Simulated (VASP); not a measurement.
Crystal: MnRu.

```
CELL_PARAMETERS angstrom
2.78971 0.00000 0.00000
-1.39486 2.41596 0.00000
0.00000 0.00000 4.32025
ATOMIC_POSITIONS crystal
Mn 0.66667 0.33333 0.50000
Ru 0.33333 0.66667 0.00000
```

This cell differs from its parent crystal: volume scaled by 1.2.

Base run:

* Program: VASP 6.6.1
* Functional: PBEsol
* Potentials or basis: VASP PAW PBE potentials, release 64 (Mn_pv, Ru_pv)
* Cutoff: 520 eV
* k mesh: 13 × 13 × 7
* Occupations: fermi-dirac, width 0.05 eV
* Spin: no spin polarisation

Its results: pressure -40.2 GPa.

Problem. The run is repeated on the same cell with these changes: spin from no spin polarisation to collinear spin, ferromagnetic start; further incar settings from ALGO = Normal; EDIFF = 1e-07; NBANDS = 20 to ALGO = Normal; EDIFF = 1e-06; NBANDS = 24. What comes out?

Solution. Pressure -36.3 GPa; net moment 1.01 μB per cell; site moments Mn +1.35; Ru -0.37 μB.

Caveats: the PAW data sets were made with another functional, which shifts forces and pressure a little; the moment fell far below its start of 4 μB, so a state of higher moment may lie lower in energy (some runs).
